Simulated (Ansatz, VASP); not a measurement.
# BP: VASP beside Ansatz

```
P B
1.0
     0.00000    2.22268    2.22268
     2.22268    0.00000    2.22268
     2.22268    2.22268    0.00000
P B
1 1
Direct
  0.75000 0.75000 0.75000
  0.00000 0.00000 0.00000
```

Alike in both runs: task single point; functional BLYP; k mesh 10 × 10 × 10; occupations fermi-dirac, width 0.05 eV; no spin polarisation.

```csv
,VASP,Ansatz
version,VASP 6.6.1,Ansatz 0.2.0
potentials or method,"VASP PAW PBE potentials, release 64 (P, B)",Ansatz PAW
plane-wave cutoff (eV),520,420
valence electrons in the cell,8,8
```

|  | VASP | Ansatz | Ansatz less VASP |
| --- | --- | --- | --- |
| gap on the k mesh at the Fermi level (eV) | 1.47 | 1.44 | -0.027 |
| least direct gap on the mesh (eV) | 3.69 | 3.66 | -0.033 |
| pressure (GPa) | 17.7 | 17.9 | +0.22 |

VASP's potentials were made for PBE, not for BLYP.
